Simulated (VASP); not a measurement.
Runs of VASP 6.6.1 on Mo. The structure is that of space group Pm-3m (No. 221), or close to it. The cells are those of the table. 

```tsv
task	cell	cutoff (eV)	gap on the mesh (eV)	pressure (GPa)
single point	a = 2.560 Å, 1 atom	520	none	10.6
relaxation of cell and atoms	relaxed to 10 GPa from a = 2.580 Å, 1 atom	600	none	10.0
single point	a = 2.579 Å, 1 atom	520	none	5.5
single point	a = 2.601 Å, 1 atom	520	none	0.5
single point	a = 2.527 Å, 1 atom	520	none	(a)
relaxation of cell and atoms	relaxed from a = 2.580 Å, 1 atom	600	none	0.0
relaxation of cell and atoms	relaxed to 20 GPa from a = 2.580 Å, 1 atom	600	none	20.0
relaxation of cell and atoms	relaxed to 5 GPa from a = 2.580 Å, 1 atom	600	none	5.0
```

Alike in all rows: level PBE; potentials or basis VASP PAW PBE potentials, release 64 (Mo_sv); no spin polarisation; k mesh 17 × 17 × 17; smearing fermi-dirac 0.1 eV.

Fill in the values left out.

(a) 20.7.

Caveats: the cell is relaxed towards a set pressure, so the enthalpy falls and the energy may rise (some runs).

A k mesh can miss the band edges, and the runs leave out spin-orbit coupling on Mo.

A gap of «none» marks levels without a gap at the run's occupations.
